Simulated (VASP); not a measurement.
# Ti3CN3 in VASP: relaxation of the atoms with PBE

Aim: the relaxation of the atoms of Ti3CN3 with PBE.

Everything below comes from runs of VASP 6.6.1. Logs are shortened: lines on timing, memory, paths and dates and some standing lists are left out, and cuts for length are marked.

**1. The cell of the first run**

The cell holds a slab with vacuum, 7 atoms: a = 3.003 Å, b = 3.003 Å, c = 21.554 Å, α = 90.00°, β = 90.00°, γ = 120.00°.

**2. Relaxation of the atoms, PBE**

INCAR

```
SYSTEM = Ti3CN3
PREC = Accurate
ENCUT = 520
EDIFF = 1E-7
ISMEAR = 0
SIGMA = 0.1
LREAL = .FALSE.
LASPH = .TRUE.
NELM = 80
ALGO = Normal
ISIF = 2
LWAVE = .FALSE.
LCHARG = .FALSE.
LDIPOL = .TRUE.
IDIPOL = 3
DIPOL = 0.5 0.5 0.357
GGA = PE
IBRION = 2
NSW = 36
EDIFFG = -0.025
KPAR = 4
```

KPOINTS

```
Automatic mesh
0
G
  9 9 1
  0 0 0
```

POSCAR

```
Ti3CN3
1.0
    3.0028555065      0.0000000000      0.0000000000
   -1.5014277533      2.6005491526      0.0000000000
    0.0000000000      0.0000000000     21.5541471875
N Ti C
3 3 1
Selective dynamics
Direct
    0.3333333333      0.6666666667      0.1855791354  F F F
    0.0000000000      0.0000000000      0.2993308526  F F F
    0.6666666667      0.3333333333      0.4147299349  F F F
    0.6666666667      0.3333333333      0.2424549940  F F F
    0.3333333333      0.6666666667      0.3575097833  F F F
    0.0000000000      0.0000000000      0.4664599856  F F F
    0.5000000000      0.3333333333      0.5341963701  F F T
```

Potentials or basis: VASP PAW PBE potentials, release 64 (N, Ti_sv, C).

Started as:

```console
$ cat potpaw_PBE.64/N/POTCAR potpaw_PBE.64/Ti_sv/POTCAR potpaw_PBE.64/C/POTCAR > POTCAR
$ mpirun -np 4 vasp_std > vasp.out
```

OUTCAR:

```text
SYSTEM = Ti3CN3
   PREC = Accurate
   ENCUT = 520
   EDIFF = 1E-7
   ISMEAR = 0
   LREAL = .FALSE.
   LASPH = .TRUE.
   NELM = 80
   ISIF = 2
   GGA = PE
   IBRION = 2
   NSW = 36
   EDIFFG = -0.025

 ion  position               nearest neighbor table
   1  0.333  0.667  0.186-   4 2.12   4 2.12   4 2.12
   2  0.000  0.000  0.299-   4 2.12   4 2.12   4 2.12   5 2.14   5 2.14   5 2.14
   3  0.667  0.333  0.415-   6 2.06   6 2.06   6 2.06   5 2.13   5 2.13   5 2.13
   4  0.667  0.333  0.242-   1 2.12   2 2.12   1 2.12   2 2.12   2 2.12   1 2.12
   5  0.333  0.667  0.358-   3 2.13   3 2.13   3 2.13   2 2.14   2 2.14   2 2.14   6 2.92   6 2.92
                             6 2.92
   6  0.000  0.000  0.466-   7 1.97   3 2.06   3 2.06   3 2.06   7 2.32   5 2.92   5 2.92   5 2.92

   7  0.500  0.333  0.534-   6 1.97   6 2.32

  LATTYP: Found a hexagonal cell.
 ALAT       =     3.0028555065
 C/A-ratio  =     7.1778835648

  Lattice vectors:

 A1 = (   3.0028555065,   0.0000000000,   0.0000000000)
 A2 = (  -1.5014277533,   2.6005491526,   0.0000000000)
 A3 = (   0.0000000000,   0.0000000000,  21.5541471875)

Analysis of symmetry for initial positions (statically):
=====================================================================
 Subroutine PRICEL returns:
 Original cell was already a primitive cell.

 Routine SETGRP: Setting up the symmetry group for a
 hexagonal supercell.

 Subroutine GETGRP returns: Found  1 space group operations
 (whereof  1 operations were pure point group operations)
 out of a pool of 24 trial point group operations.

The static configuration has the point symmetry C_1 .

Analysis of symmetry for dynamics (positions and initial velocities):
=====================================================================
 Subroutine PRICEL returns:
 Original cell was already a primitive cell.

 Routine SETGRP: Setting up the symmetry group for a
 hexagonal supercell.

 Subroutine GETGRP returns: Found  1 space group operations
 (whereof  1 operations were pure point group operations)
 out of a pool of 24 trial point group operations.

The dynamic configuration has the point symmetry C_1 .

Analysis of constrained symmetry for selective dynamics:
=====================================================================
 Subroutine PRICEL returns:
 Original cell was already a primitive cell.

 Routine SETGRP: Setting up the symmetry group for a
 hexagonal supercell.

 Subroutine GETGRP returns: Found  1 space group operations
 (whereof  1 operations were pure point group operations)
 out of a pool of 24 trial point group operations.

The constrained configuration has the point symmetry C_1 .

 Subroutine INISYM returns: Found  1 space group operations
 (whereof  1 operations are pure point group operations),
 and found     1 'primitive' translations

----------------------------------------------------------------------------------------

                                     Primitive cell

  volume of cell :     168.3179

  direct lattice vectors                    reciprocal lattice vectors
     3.002855506  0.000000000  0.000000000     0.333016357  0.192267083  0.000000000
    -1.501427753  2.600549153  0.000000000     0.000000000  0.384534166  0.000000000
     0.000000000  0.000000000 21.554147187     0.000000000  0.000000000  0.046394784

  length of vectors
     3.002855506  3.002855507 21.554147187     0.384534166  0.384534166  0.046394784

  position of ions in fractional coordinates (direct lattice)
     0.333333333  0.666666667  0.185579135
     0.000000000  0.000000000  0.299330853
     0.666666667  0.333333333  0.414729935
     0.666666667  0.333333333  0.242454994
     0.333333333  0.666666667  0.357509783
     0.000000000  0.000000000  0.466459986
     0.500000000  0.333333333  0.534196370

  ion indices of the primitive-cell ions
   primitive index   ion index
                 1           1
                 2           2
                 3           3
                 4           4
                 5           5
                 6           6
                 7           7

----------------------------------------------------------------------------------------

 KPOINTS: Automatic mesh

Automatic generation of k-mesh.
 Grid dimensions read from file:
 generate k-points for:    9    9    1

 Generating k-lattice:

  Cartesian coordinates                     Fractional coordinates (reciprocal lattice)
     0.037001817  0.021363009  0.000000000     0.111111111  0.000000000  0.000000000
     0.000000000  0.042726018  0.000000000     0.000000000  0.111111111  0.000000000
     0.000000000  0.000000000  0.046394784     0.000000000  0.000000000  1.000000000

  Length of vectors
     0.042726018  0.042726018  0.046394784

  Shift w.r.t. Gamma in fractional coordinates (k-lattice)
     0.000000000  0.000000000  0.000000000

 Subroutine IBZKPT returns following result:
 ===========================================

 Found     41 irreducible k-points:

 Following reciprocal coordinates:
            Coordinates               Weight
  0.000000  0.000000  0.000000      1.000000
  0.111111  0.000000  0.000000      2.000000
  0.000000  0.111111  0.000000      2.000000
 -0.111111  0.111111  0.000000      2.000000
  0.222222  0.000000  0.000000      2.000000
  0.000000  0.222222  0.000000      2.000000
[... 16 lines left out ...]
  0.333333  0.111111  0.000000      2.000000
 -0.111111  0.444444  0.000000      2.000000
 [... further k-points ...]
   k-points           NKPTS =     41   k-points in BZ     NKDIM =     41   number of bands    NBANDS=     33
   number of dos      NEDOS =    301   number of ions     NIONS =      7
   total plane-waves  NPLWV =  92160
   dimension x,y,z NGX =    24 NGY =   24 NGZ =  160
   dimension x,y,z NGXF=    48 NGYF=   48 NGZF=  320
   ions per type =               3   3   1
   NGX,Y,Z   is equivalent  to a cutoff of  13.29, 13.29, 12.34 a.u.
   NGXF,Y,Z  is equivalent  to a cutoff of  26.57, 26.57, 24.68 a.u.
 SYSTEM =  Ti3CN3
   PREC   = accura    normal or accurate (medium, high low for compatibility)
   ISTART =      0    job   : 0-new  1-cont  2-samecut
   ICHARG =      2    charge: 1-file 2-atom 10-const
   ISPIN  =      1    spin polarized calculation?
   LNONCOLLINEAR =      F non collinear calculations
   LSORBIT =      F    spin-orbit coupling
   LASPH  =      T    aspherical Exc in radial PAW
   ENCUT  =  520.0 eV  38.22 Ry    6.18 a.u.   5.58  5.58 40.08*2*pi/ulx,y,z
   NELM   =     80;   NELMIN=  2; NELMDL= -5     # of ELM steps
   EDIFF  = 0.1E-06   stopping-criterion for ELM
   LREAL  =      F    real-space projection
   EDIFFG = -.3E-01   stopping-criterion for IOM
   NSW    =     36    number of steps for IOM
   IBRION =      2    ionic relax: 0-MD 1-quasi-New 2-CG
   NFREE  =      1    steps in history (QN), initial steepest desc. (CG)
   ISIF   =      2    stress and relaxation
   ISYM   =      2    0-nonsym 1-usesym 2-fastsym
   POTIM  = 0.5000    time-step for ionic-motion
   TEBEG  =    0.0;   TEEND  =   0.0 temperature during run
   PSTRESS=    0.0 pullay stress
   NELECT =      55.0000    total number of electrons
   NUPDOWN=      -1.0000    fix difference up-down
   EMIN   =  10.00;   EMAX   =-10.00  energy-range for DOS
   EFERMI =   0.00;   METHOD = LEGACY
   ISMEAR =     0;   SIGMA  =   0.10  broadening in eV -4-tet -1-fermi 0-gaus
   EFERMI_NEDOS =   21; number of points for ismear=-14 and -15
   IALGO  =     38    algorithm
   IMIX   =      4    mixing-type and parameters
     AMIX     =   0.40;   BMIX     =  1.00
     AMIX_MAG =   1.60;   BMIX_MAG =  1.00
  volume/ion in A,a.u.               =      24.05       162.27
  Fermi-wavevector in a.u.,A,eV,Ry     =   1.127593  2.130841 17.299337  1.271465
  Thomas-Fermi vector in A             =   2.264279
   LORBIT       =      0    0 simple, 1 ext, 2 COOP (PROOUT), +10 PAW based schemes
   GGA     = PE    functional components
   LHFCALC =     F    Hartree Fock is set to
   AEXX    =    0.0000 exact exchange contribution
   IVDW    =     0    specifies the selected vdW correction
   LEPSILON=     F    determine dielectric tensor
   LRPA    =     F    only Hartree local field effects (RPA)
 conjugate gradient relaxation of ions
 non-spin polarized calculation
 Gauss-broadening in eV      SIGMA  =   0.10
  energy-cutoff  :      520.00
  volume of cell :      168.32
 maximum number of plane-waves:      4581
   NGX = 11   NGY = 11   NGZ = 81

--------------------------------------- Ionic step        1  -------------------------------------------

 number of electron      55.0000014 magnetization

 Free energy of the ion-electron system (eV)
  ---------------------------------------------------
  ext. energy  EPLUGINS =         0.00000000
  ---------------------------------------------------
  free energy    TOTEN  =       -60.40408121 eV

  energy without entropy =      -60.36956908  energy(sigma->0) =      -60.38682514

------------------------ aborting loop because EDIFF is reached ----------------------------------------

  FORCE on cell =-STRESS in cart. coord.  units (eV):
  Direction    XX          YY          ZZ          XY          YZ          ZX
  --------------------------------------------------------------------------------------
  -------------------------------------------------------------------------------------
  Total       -1.5839728     -0.8494677     -2.8402562      0.5534709      1.2178110     -0.2856508
  in kB      -15.0774518     -8.0858766    -27.0357083      5.2683552     11.5920468     -2.7190402
  external PRESSURE =     -16.7330122 kB  Pullay stress =       0.0000000 kB
[... 63 lines left out ...]
  FREE ENERGIE OF THE ION-ELECTRON SYSTEM (eV)
  ---------------------------------------------------
  free  energy   TOTEN  =       -60.4262961569 eV

  energy  without entropy=      -60.3911894599  energy(sigma->0) =      -60.40874281

 dipolmoment           0.000000      0.000000      0.064355 electrons x Angstroem

--------------------------------------- Ionic step        3  -------------------------------------------

 number of electron      55.0000014 magnetization

------------------------ aborting loop because EDIFF is reached ----------------------------------------

  FORCE on cell =-STRESS in cart. coord.  units (eV):
  Direction    XX          YY          ZZ          XY          YZ          ZX
  --------------------------------------------------------------------------------------
  -------------------------------------------------------------------------------------
  Total       -0.2645041      0.8705103     -1.4420725      1.2482225      2.1687962      0.5867259
  in kB       -2.5177499      8.2861764    -13.7267378     11.8815265     20.6442443      5.5849010
  external PRESSURE =      -2.6527704 kB  Pullay stress =       0.0000000 kB
[... 26 lines left out ...]
  energy  without entropy=      -60.4246588941  energy(sigma->0) =      -60.44124673

--------------------------------------- Ionic step        4  -------------------------------------------

 number of electron      55.0000014 magnetization

 dipolmoment           0.000000      0.000000     -0.071560 electrons x Angstroem

 Free energy of the ion-electron system (eV)
  ---------------------------------------------------
  ext. energy  EPLUGINS =         0.00000000
  ---------------------------------------------------
  free energy    TOTEN  =       -60.45789319 eV

  energy without entropy =      -60.42450330  energy(sigma->0) =      -60.44119824

 E-fermi :  -0.7094     XC(G=0):  -5.8278

 val. band max:       -0.7112448048   @ k =   0.1111   0.3333   0.0000
 cond. band min:      -0.7089252375   @ k =   0.2222   0.3333   0.0000
 fundamental gap:      0.0023195673
 Fermi energy:        -0.7093743141

 k-point     1 :       0.0000    0.0000    0.0000
  band No.  band energies     occupation
      1     -58.3952      2.00000
      2     -57.2857      2.00000
      3     -57.0829      2.00000
      4     -34.7983      2.00000
      5     -34.4466      2.00000
      6     -34.4306      2.00000
[... 853 lines left out ...]
     32       1.5168      0.00000
     33       1.8193      0.00000

 [... further k-points ...]

------------------------ aborting loop because EDIFF is reached ----------------------------------------

 vacuum level on the upper side and lower side of the slab       (xc-potential included)        -0.817         0.800

  FORCE on cell =-STRESS in cart. coord.  units (eV):
  Direction    XX          YY          ZZ          XY          YZ          ZX
  --------------------------------------------------------------------------------------
  -------------------------------------------------------------------------------------
  Total       -0.3248376      0.8049453     -1.5086413      1.2202983      2.1302876      0.5435462
  in kB       -3.0920501      7.6620788    -14.3603899     11.6157227     20.2776896      5.1738843
  external PRESSURE =      -3.2634537 kB  Pullay stress =       0.0000000 kB

 VOLUME and BASIS-vectors are now :
 -----------------------------------------------------------------------------
  energy-cutoff  :      520.00
  volume of cell :      168.32
      direct lattice vectors                 reciprocal lattice vectors
     3.002855506  0.000000000  0.000000000     0.333016357  0.192267083  0.000000000
    -1.501427753  2.600549153  0.000000000     0.000000000  0.384534166  0.000000000
     0.000000000  0.000000000 21.554147187     0.000000000  0.000000000  0.046394784
[... 13 lines left out ...]
  FREE ENERGIE OF THE ION-ELECTRON SYSTEM (eV)
  ---------------------------------------------------
  free  energy   TOTEN  =       -60.4578931893 eV

  energy  without entropy=      -60.4245032982  energy(sigma->0) =      -60.44119824

 reached required accuracy - stopping structural energy minimisation

 vacuum level on the upper side and lower side of the slab         5.796         7.454
```

Run time: 6.9 min. Hardware: 4 MPI ranks of Intel Xeon Platinum 8375C at 2.90GHz (Ice Lake), shared host; peak memory 0.44 GiB.

What came out:

```yaml
Free_energy: -60.4579 eV
Energy_gained_by_relaxing: 7.7 meV/atom
Ionic_steps: 4
Band_gap_on_the_k_mesh: zero (an odd number of electrons rules out a gap without spin polarisation)
```

The path:
```csv
step,energy change (eV),largest force on free atoms (eV/Å),pressure (GPa)
1,0.0000,0.7094,-1.67
2,-0.0222,0.5836,-1.35
3,-0.0538,0.0316,-0.27
4,-0.0538,0.0091,-0.33
```

Final structure:
```yaml
crystal:
  lattice:
    - [3.00286, 0.00000, 0.00000]
    - [-1.50143, 2.60055, 0.00000]
    - [0.00000, 0.00000, 21.55415]
  atoms:
    - { symbol: N, position: [0.33333, 0.66667, 0.18558] }
    - { symbol: N, position: [0.00000, 0.00000, 0.29933] }
    - { symbol: N, position: [0.66667, 0.33333, 0.41473] }
    - { symbol: Ti, position: [0.66667, 0.33333, 0.24246] }
    - { symbol: Ti, position: [0.33333, 0.66667, 0.35751] }
    - { symbol: Ti, position: [0.00000, 0.00000, 0.46646] }
    - { symbol: C, position: [0.50000, 0.33333, 0.52809] }
```
